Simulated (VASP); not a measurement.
Write the native input for VASP 6.6.1 that does the following.

```yaml
Task: single point
Functional: LDA
Potentials_or_basis: VASP PAW LDA potentials, release 64 (Cu, I)
Cutoff: 600 eV
k_mesh: 4 × 4 × 4
Occupations: fermi-dirac, width 0.02 eV
Spin: no spin polarisation
Dipole_correction: no
Further_INCAR_settings: ALGO = Normal; EDIFF = 1e-06; NBANDS = 20
```

The structure of CuI2 lies in POSCAR:

```
CuI2
1.0
    5.2003840000      0.0000000000      0.0000000000
    0.0000000000      5.2003840000      0.0000000000
    0.0000000000      0.0000000000      4.5441700000
Cu I
1 2
Direct
    0.0000000000      0.0000000000      0.0000000000
    0.0000000000      0.5000000000      0.0000000000
    0.5000000000      0.0000000000      0.0000000000
```

These files were run (other wordings do the same):

INCAR

```
PREC = Accurate
ENCUT = 600
EDIFF = 1E-6
ISMEAR = -1
SIGMA = 0.02
LREAL = F
LASPH = T
NELM = 120
ALGO = Normal
ISIF = 2
LWAVE = F
LCHARG = F
NBANDS = 20
GGA_COMPAT = F
```

KPOINTS

```
regular mesh
0
Gamma
  4 4 4
```

Potentials or basis: VASP PAW LDA potentials, release 64 (Cu, I).

The run is started by

```console
$ cat potpaw_LDA.64/Cu/POTCAR potpaw_LDA.64/I/POTCAR > POTCAR
$ mpirun -np 1 vasp_std > vasp.out
```

Results of the run:

* Pressure: -1.9 GPa

Caveat: an odd number of electrons without spin polarisation forces a metal; a magnetic or distorted state may lie lower.

Run time: 2.3 min on 1 thread of AMD EPYC 7R13 (shared host), peak memory 0.19 GiB.
